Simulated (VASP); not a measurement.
# InSb3 (I4mm) in VASP: single point with PBE+D3(BJ)

Aim: the single point of InSb3 with PBE+D3(BJ).

Program: VASP 6.6.1. These are calculated values, not measurements. Logs are shortened: lines on timing, memory, paths and dates and some standing lists are left out, and cuts for length are marked.

### Step 1. The cell of the first run

Symmetry: I4mm, No. 107, tetragonal system. The conventional cell has a = 5.272 Å, b = 5.272 Å, c = 7.456 Å, α = 90.00°, β = 90.00°, γ = 90.00°. In (site symmetry 4mm) has 14 Sb at 3.16 to 3.84 Å within 4.2 Å. Sb (site symmetry 2mm) has 4 In at 3.16 to 3.29 Å and 10 Sb at 3.23 to 3.73 Å within 4.2 Å. Within 4.2 Å of Sb (site symmetry 4mm) lie 8 Sb at 3.23 Å and 6 In at 3.62 to 3.84 Å.

### Step 2. Single point, PBE+D3(BJ) (atom 1 (In) moved +0.113 Å along Cartesian [0 0 1])

The input, INCAR:

```
SYSTEM = InSb3
PREC = Accurate ; ENCUT = 520
EDIFF = 1E-6 ; ISMEAR = 0
SIGMA = 0.15 ; LREAL = .FALSE.
LASPH = .TRUE. ; NELM = 80
ALGO = Normal ; ISIF = 2
LWAVE = .FALSE. ; LCHARG = .FALSE.
GGA = PE ; IVDW = 12
NBANDS = 22
```

The input, KPOINTS:

```
Automatic mesh
0
G
  12 12 12
  0 0 0
```

The input, POSCAR:

```
InSb3
1.0
    0.0000000000      3.7279225306      3.7279225306
    3.7279225306      0.0000000000      3.7279225306
    3.7279225306      3.7279225306      0.0000000000
In Sb
1 3
Direct
    0.0150888329      0.0150888329     -0.0150888329
    0.2500000000      0.2500000000      0.2500000000
    0.7500000000      0.7500000000      0.7500000000
    0.5000000000      0.5000000000      0.5000000000
```

Potentials or basis: VASP PAW PBE potentials, release 64 (In_d, Sb).

The run is started by

```console
$ cat potpaw_PBE.64/In_d/POTCAR potpaw_PBE.64/Sb/POTCAR > POTCAR
$ mpirun -np 1 vasp_std > vasp.out
```

OUTCAR:

```text
SYSTEM = InSb3
   PREC = Accurate
   ENCUT = 520
   EDIFF = 1E-6
   ISMEAR = 0
   LREAL = .FALSE.
   LASPH = .TRUE.
   NELM = 80
   ISIF = 2
   GGA = PE
   IVDW = 12
 IVDW          = 12

 ion  position               nearest neighbor table
   1  0.015  0.015  0.985-   3 3.16   3 3.16   2 3.16   2 3.16   3 3.29   3 3.29   2 3.29   2 3.29
                             4 3.62   4 3.73   4 3.73   4 3.73   4 3.73   4 3.84
   2  0.250  0.250  0.250-   1 3.16   1 3.16   4 3.23   4 3.23   4 3.23   4 3.23   1 3.29   1 3.29
                             3 3.73   3 3.73   3 3.73   3 3.73   3 3.73   3 3.73
   3  0.750  0.750  0.750-   1 3.16   1 3.16   4 3.23   4 3.23   4 3.23   4 3.23   1 3.29   1 3.29
                             2 3.73   2 3.73   2 3.73   2 3.73   2 3.73   2 3.73
   4  0.500  0.500  0.500-   2 3.23   2 3.23   2 3.23   3 3.23   3 3.23   3 3.23   3 3.23   2 3.23
                             1 3.62   1 3.73   1 3.73   1 3.73   1 3.73   1 3.84

  LATTYP: Found a face centered cubic cell.
 ALAT       =     7.4558450612

  Lattice vectors:

 A1 = (   0.0000000000,   3.7279225306,   3.7279225306)
 A2 = (   3.7279225306,   0.0000000000,   3.7279225306)
 A3 = (   3.7279225306,   3.7279225306,   0.0000000000)

Analysis of symmetry for initial positions (statically):
=====================================================================
 Subroutine PRICEL returns:
 Original cell was already a primitive cell.

 Routine SETGRP: Setting up the symmetry group for a
 face centered cubic supercell.

 Subroutine GETGRP returns: Found  8 space group operations
 (whereof  8 operations were pure point group operations)
 out of a pool of 48 trial point group operations.

The static configuration has the point symmetry C_4v.

Analysis of symmetry for dynamics (positions and initial velocities):
=====================================================================
 Subroutine PRICEL returns:
 Original cell was already a primitive cell.

 Routine SETGRP: Setting up the symmetry group for a
 face centered cubic supercell.

 Subroutine GETGRP returns: Found  8 space group operations
 (whereof  8 operations were pure point group operations)
 out of a pool of 48 trial point group operations.

The dynamic configuration has the point symmetry C_4v.

 Subroutine INISYM returns: Found  8 space group operations
 (whereof  8 operations are pure point group operations),
 and found     1 'primitive' translations

----------------------------------------------------------------------------------------

                                     Primitive cell

  volume of cell :     103.6169

  direct lattice vectors                    reciprocal lattice vectors
     0.000000000  3.727922531  3.727922531    -0.134122959  0.134122959  0.134122959
     3.727922531  0.000000000  3.727922531     0.134122959 -0.134122959  0.134122959
     3.727922531  3.727922531  0.000000000     0.134122959  0.134122959 -0.134122959

  length of vectors
     5.272078602  5.272078602  5.272078602     0.232307779  0.232307779  0.232307779

  position of ions in fractional coordinates (direct lattice)
     0.015088833  0.015088833  0.984911167
     0.250000000  0.250000000  0.250000000
     0.750000000  0.750000000  0.750000000
     0.500000000  0.500000000  0.500000000

  ion indices of the primitive-cell ions
   primitive index   ion index
                 1           1
                 2           2
                 3           3
                 4           4

----------------------------------------------------------------------------------------

 KPOINTS: Automatic mesh

Automatic generation of k-mesh.
 Grid dimensions read from file:
 generate k-points for:   12   12   12

 Generating k-lattice:

  Cartesian coordinates                     Fractional coordinates (reciprocal lattice)
    -0.011176913  0.011176913  0.011176913     0.083333333  0.000000000  0.000000000
     0.011176913 -0.011176913  0.011176913     0.000000000  0.083333333  0.000000000
     0.011176913  0.011176913 -0.011176913     0.000000000  0.000000000  0.083333333

  Length of vectors
     0.019358982  0.019358982  0.019358982

  Shift w.r.t. Gamma in fractional coordinates (k-lattice)
     0.000000000  0.000000000  0.000000000

 Subroutine IBZKPT returns following result:
 ===========================================

 Found    163 irreducible k-points:

 Following reciprocal coordinates:
            Coordinates               Weight
  0.000000  0.000000  0.000000      1.000000
  0.083333  0.000000  0.000000      8.000000
  0.166667  0.000000  0.000000      8.000000
  0.250000  0.000000  0.000000      8.000000
  0.333333  0.000000  0.000000      8.000000
  0.416667  0.000000  0.000000      8.000000
[... 16 lines left out ...]
  0.000000 -0.333333  0.083333     16.000000
 -0.250000  0.083333  0.000000      8.000000
 [... further k-points ...]
   k-points           NKPTS =    163   k-points in BZ     NKDIM =    163   number of bands    NBANDS=     22
   number of dos      NEDOS =    301   number of ions     NIONS =      4
   total plane-waves  NPLWV =  64000
   dimension x,y,z NGX =    40 NGY =   40 NGZ =   40
   dimension x,y,z NGXF=    80 NGYF=   80 NGZF=   80
   ions per type =               1   3
   NGX,Y,Z   is equivalent  to a cutoff of  12.61, 12.61, 12.61 a.u.
   NGXF,Y,Z  is equivalent  to a cutoff of  25.23, 25.23, 25.23 a.u.
 SYSTEM =  InSb3
   PREC   = accura    normal or accurate (medium, high low for compatibility)
   ISTART =      0    job   : 0-new  1-cont  2-samecut
   ICHARG =      2    charge: 1-file 2-atom 10-const
   ISPIN  =      1    spin polarized calculation?
   LNONCOLLINEAR =      F non collinear calculations
   LSORBIT =      F    spin-orbit coupling
   LASPH  =      T    aspherical Exc in radial PAW
   ENCUT  =  520.0 eV  38.22 Ry    6.18 a.u.   9.80  9.80  9.80*2*pi/ulx,y,z
   NELM   =     80;   NELMIN=  2; NELMDL= -5     # of ELM steps
   EDIFF  = 0.1E-05   stopping-criterion for ELM
   LREAL  =      F    real-space projection
   EDIFFG = 0.1E-04   stopping-criterion for IOM
   NSW    =      0    number of steps for IOM
   IBRION =     -1    ionic relax: 0-MD 1-quasi-New 2-CG
   NFREE  =      0    steps in history (QN), initial steepest desc. (CG)
   ISIF   =      2    stress and relaxation
   ISYM   =      2    0-nonsym 1-usesym 2-fastsym
   POTIM  = 0.5000    time-step for ionic-motion
   TEBEG  =    0.0;   TEEND  =   0.0 temperature during run
   PSTRESS=    0.0 pullay stress
   NELECT =      28.0000    total number of electrons
   NUPDOWN=      -1.0000    fix difference up-down
   EMIN   =  10.00;   EMAX   =-10.00  energy-range for DOS
   EFERMI =   0.00;   METHOD = LEGACY
   ISMEAR =     0;   SIGMA  =   0.15  broadening in eV -4-tet -1-fermi 0-gaus
   EFERMI_NEDOS =   21; number of points for ismear=-14 and -15
   IALGO  =     38    algorithm
   IMIX   =      4    mixing-type and parameters
     AMIX     =   0.40;   BMIX     =  1.00
     AMIX_MAG =   1.60;   BMIX_MAG =  1.00
  volume/ion in A,a.u.               =      25.90       174.81
  Fermi-wavevector in a.u.,A,eV,Ry     =   1.058402  2.000090 15.241446  1.120215
  Thomas-Fermi vector in A             =   2.193710
   LORBIT       =      0    0 simple, 1 ext, 2 COOP (PROOUT), +10 PAW based schemes
   GGA     = PE    functional components
   LHFCALC =     F    Hartree Fock is set to
   AEXX    =    0.0000 exact exchange contribution
   IVDW    =    12    specifies the selected vdW correction
   LEPSILON=     F    determine dielectric tensor
   LRPA    =     F    only Hartree local field effects (RPA)
 non-spin polarized calculation
 Gauss-broadening in eV      SIGMA  =   0.15
  energy-cutoff  :      520.00
  volume of cell :      103.62
 maximum number of plane-waves:      2808
   NGX = 19   NGY = 19   NGZ = 19

 number of electron      28.0000003 magnetization

 Free energy of the ion-electron system (eV)
  ---------------------------------------------------
  ext. energy  EPLUGINS =         0.00000000
  ---------------------------------------------------
  free energy    TOTEN  =       -14.23617672 eV

  energy without entropy =      -14.21285799  energy(sigma->0) =      -14.22451735

 E-fermi :   8.5742     XC(G=0): -10.3745

 val. band max:        8.5423092520   @ k =   0.0833   0.0000   0.0000
 cond. band min:       8.5797708121   @ k =   0.0833   0.5000   0.3333
 fundamental gap:      0.0374615601
 Fermi energy:         8.5741922616

 k-point     1 :       0.0000    0.0000    0.0000
  band No.  band energies     occupation
      1      -5.9218      2.00000
      2      -5.9205      2.00000
      3      -5.9205      2.00000
      4      -5.8834      2.00000
      5      -5.8818      2.00000
      6      -3.9804      2.00000
[... 14 lines left out ...]
     21      15.8132      0.00000
     22      15.8256      0.00000

 k-point     2 :       0.0833    0.0000    0.0000
  band No.  band energies     occupation
      1      -5.9227      2.00000
      2      -5.9203      2.00000
      3      -5.9200      2.00000
      4      -5.8836      2.00000
      5      -5.8820      2.00000
      6      -3.9261      2.00000
[... 14 lines left out ...]
     21      15.2774      0.00000
     22      15.6853      0.00000

 k-point     3 :       0.1667    0.0000    0.0000
  band No.  band energies     occupation
      1      -5.9259      2.00000
      2      -5.9191      2.00000
      3      -5.9186      2.00000
      4      -5.8840      2.00000
      5      -5.8825      2.00000
      6      -3.7636      2.00000
[... 14 lines left out ...]
     21      14.1146      0.00000
     22      15.2243      0.00000

 k-point     4 :       0.2500    0.0000    0.0000
  band No.  band energies     occupation
      1      -5.9307      2.00000
      2      -5.9173      2.00000
      3      -5.9168      2.00000
      4      -5.8844      2.00000
      5      -5.8829      2.00000
      6      -3.4953      2.00000
[... 14 lines left out ...]
     21      13.6952      0.00000
     22      14.4830      0.00000

 k-point     5 :       0.3333    0.0000    0.0000
  band No.  band energies     occupation
      1      -5.9359      2.00000
      2      -5.9158      2.00000
      3      -5.9152      2.00000
      4      -5.8847      2.00000
      5      -5.8832      2.00000
      6      -3.1298      2.00000
[... 14 lines left out ...]
     21      13.3622      0.00000
     22      14.8878      0.00000

 k-point     6 :       0.4167    0.0000    0.0000
  band No.  band energies     occupation
      1      -5.9399      2.00000
      2      -5.9149      2.00000
      3      -5.9141      2.00000
      4      -5.8847      2.00000
      5      -5.8833      2.00000
      6      -2.7005      2.00000
[... 14 lines left out ...]
     21      14.2133      0.00000
     22      16.0545      0.00000

 k-point     7 :       0.5000    0.0000    0.0000
  band No.  band energies     occupation
      1      -5.9414      2.00000
      2      -5.9145      2.00000
      3      -5.9138      2.00000
      4      -5.8846      2.00000
      5      -5.8832      2.00000
      6      -2.4164      2.00000
[... 324 lines left out ...]
      6      -2.5158      2.00000
[... 14 lines left out ...]
     21      14.3819      0.00000
     22      16.2147      0.00000

 k-point    21 :       0.0000   -0.4167    0.0833
  band No.  band energies     occupation
      1      -5.9396      2.00000
      2      -5.9157      2.00000
      3      -5.9136      2.00000
      4      -5.8851      2.00000
      5      -5.8838      2.00000
      6      -2.5162      2.00000
[... 14 lines left out ...]
     21      14.3779      0.00000
     22      16.2163      0.00000

 k-point    22 :      -0.3333    0.0833    0.0000
  band No.  band energies     occupation
      1      -5.9365      2.00000
      2      -5.9165      2.00000
      3      -5.9144      2.00000
      4      -5.8847      2.00000
      5      -5.8840      2.00000
      6      -2.9423      2.00000
[... 14 lines left out ...]
     21      13.5688      0.00000
     22      15.0515      0.00000

 k-point    23 :       0.0000   -0.3333    0.0833
  band No.  band energies     occupation
      1      -5.9366      2.00000
      2      -5.9162      2.00000
      3      -5.9145      2.00000
      4      -5.8854      2.00000
      5      -5.8834      2.00000
      6      -2.9427      2.00000
[... 14 lines left out ...]
     21      13.5632      0.00000
     22      15.0451      0.00000

 k-point    24 :      -0.2500    0.0833    0.0000
  band No.  band energies     occupation
      1      -5.9320      2.00000
      2      -5.9174      2.00000
      3      -5.9160      2.00000
      4      -5.8842      2.00000
      5      -5.8840      2.00000
      6      -3.3354      2.00000
[... 14 lines left out ...]
     21      14.0895      0.00000
     22      14.3060      0.00000

 [... further k-points ...]

------------------------ aborting loop because EDIFF is reached ----------------------------------------

 Edisp (eV)   -1.95547

 E8    (eV) :    -0.9171

  FORCE on cell =-STRESS in cart. coord.  units (eV):
  Direction    XX          YY          ZZ          XY          YZ          ZX
  --------------------------------------------------------------------------------------
  -------------------------------------------------------------------------------------
  Total       0.17015     0.17015     0.12095     0.00000     0.00000     0.00000
  in kB       2.63090     2.63090     1.87017     0.00000     0.00000     0.00000
  external pressure =        2.38 kB  Pullay stress =        0.00 kB

 VOLUME and BASIS-vectors are now :
 -----------------------------------------------------------------------------
  energy-cutoff  :      520.00
  volume of cell :      103.62
      direct lattice vectors                 reciprocal lattice vectors
     0.000000000  3.727922531  3.727922531    -0.134122959  0.134122959  0.134122959
     3.727922531  0.000000000  3.727922531     0.134122959 -0.134122959  0.134122959
     3.727922531  3.727922531  0.000000000     0.134122959  0.134122959 -0.134122959

 POSITION                                       TOTAL-FORCE (eV/Angst)
 -----------------------------------------------------------------------------------
      3.72792      3.72792      0.11250         0.000000      0.000000     -0.326463
      1.86396      1.86396      1.86396         0.000000      0.000000      0.095872
      5.59188      5.59188      5.59188         0.000000      0.000000      0.095872
      3.72792      3.72792      3.72792         0.000000      0.000000      0.134718
 -----------------------------------------------------------------------------------
    total drift:                               -0.000000     -0.000000     -0.000044

  FREE ENERGIE OF THE ION-ELECTRON SYSTEM (eV)
  ---------------------------------------------------
  free  energy   TOTEN  =       -16.1916428458 eV

  energy  without entropy=      -16.1683241128  energy(sigma->0) =      -16.17998348
```

Wall time 1.9 min (1 thread of Intel Xeon 6975P-C (Granite Rapids), shared host); peak memory 0.5 GiB.

Results:

- Free energy: -16.1916 eV
- Pressure: 0.2 GPa
- Largest force: 0.326 eV/Å
- Band gap on the k mesh: zero (bands 14 and 15 overlap by 3.36 eV)
- Dispersion energy per atom: -0.489 eV

Forces in eV/Å, atoms in the order of the input:
```
In   0.000  0.000 -0.326
Sb   0.000  0.000  0.096
Sb   0.000  0.000  0.096
Sb   0.000  0.000  0.135
```

Caveat: the cell differs from its parent crystal (atom 1 (In) moved +0.113 Å along Cartesian [0 0 1]); spin-orbit coupling is left out, which moves the levels of the heavy elements.
